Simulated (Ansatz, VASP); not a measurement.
## ZnO: VASP beside Ansatz

```
CELL_PARAMETERS angstrom
3.01712 0.00000 0.00000
-1.50856 2.61290 0.00000
0.00000 0.00000 5.50486
ATOMIC_POSITIONS crystal
Zn 0.33333 0.66667 0.00150
Zn 0.66667 0.33333 0.50150
O 0.33333 0.66667 0.38060
O 0.66667 0.33333 0.88060
```

Change from the starting cell: strain -0.080 along x and y, +0.040 along z, atoms carried along.

Alike in both runs: task single point; functional PBE; k mesh 12 × 12 × 6; occupations gaussian, width 0.05 eV; no spin polarisation.

|  | VASP | Ansatz |
| --- | --- | --- |
| version | VASP 6.6.1 | Ansatz 0.2.0 |
| potentials or method | VASP PAW PBE potentials, release 64 (Zn, O), cutoff 520 eV | scalar-relativistic, plane waves, PAW |
| valence electrons in the cell | 36 | 36 |

Ansatz gave:

| Quantity | Value |
| --- | --- |
| gap on the k mesh at the Fermi level (eV) | 0.59 |
| least direct gap on the mesh (eV) | 0.59 |
| pressure (GPa) | 25.5 |
| traceless stress, the component that is largest in VASP (GPa) | -22.68 |
| rms of the force components (eV/Å) | 0.768 |

Problem. Estimate VASP's values.

Solution. gap on the k mesh at the Fermi level (eV): 0.58; least direct gap on the mesh (eV): 0.58; pressure (GPa): 27.2; traceless stress, the component that is largest in VASP (GPa): -23.57; rms of the force components (eV/Å): 0.820.

Atom by atom the forces differ by 0.052 eV/Å (rms over components).
